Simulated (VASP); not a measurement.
Wanted: the native input for a VASP 6.6.1 run.

| Quantity | Value |
| --- | --- |
| Task | single point |
| Functional | PBE |
| Potentials or basis | VASP PAW PBE potentials, release 64 (O, V_sv) |
| Cutoff | 600 eV |
| k mesh | 4 × 4 × 7 |
| Occupations | gaussian, width 0.05 eV |
| Spin | collinear spin, ferromagnetic start |
| Starting moments | [0.0, 0.0, 0.0, 0.0, 2.0, 2.0] μB |
| Dipole correction | no |
| Further INCAR settings | ALGO = Normal; EDIFF = 1e-06; NBANDS = 38 |

The structure of VO2 lies in POSCAR:

```
VO2
1.0
    4.5170000000      0.0000000000      0.0000000000
    0.0000000000      4.5170000000      0.0000000000
    0.0000000000      0.0000000000      2.8720000000
O V
4 2
Direct
    0.3000000000      0.3000000000      0.0000000000
    0.2000000000      0.8000000000      0.5000000000
    0.7000000000      0.7000000000      0.0000000000
    0.8000000000      0.2000000000      0.5000000000
    0.0000000000      0.0000000000      0.0000000000
    0.5000000000      0.5000000000      0.5000000000
```

These files were run (other wordings do the same):

INCAR

```
ALGO = Normal
EDIFF = 1E-6
ENCUT = 600
GGA = PE
GGA_COMPAT = False
ISIF = 2
ISMEAR = 0
ISPIN = 2
LASPH = True
LCHARG = False
LMAXMIX = 4
LORBIT = 11
LREAL = False
LWAVE = False
MAGMOM = 0 0 0 0 2 2
NBANDS = 38
NELM = 200
PREC = Accurate
SIGMA = 0.05
```

KPOINTS

```
k-points
0
Gamma
  4 4 7
```

Potentials or basis: VASP PAW PBE potentials, release 64 (O, V_sv).

Launch:

```bash
$ cat potpaw_PBE.64/O/POTCAR potpaw_PBE.64/V_sv/POTCAR > POTCAR
$ mpirun -np 1 vasp_std > vasp.out
```

Results of the run:

```json
{"Pressure": "4.5 GPa", "Largest force": "0.080 eV/Å", "Band gap on the k mesh": "zero (filled and empty bands overlap)", "Net moment": "2.00 μB per cell", "Site moments": "O -0.05; V +1.05 μB", "Valence electrons inside the program's atomic spheres": "O 5.05; V 11.54"}
```

Caveat: the stress differs along the axes, from 0 to 7 GPa; semilocal functionals often make such compounds metallic where correlation or magnetic order opens a gap, which also shifts bond lengths.

Run time: 2.5 min on 1 thread of Oxide Virtual Turin-like Processor (shared host), peak memory 0.22 GiB.
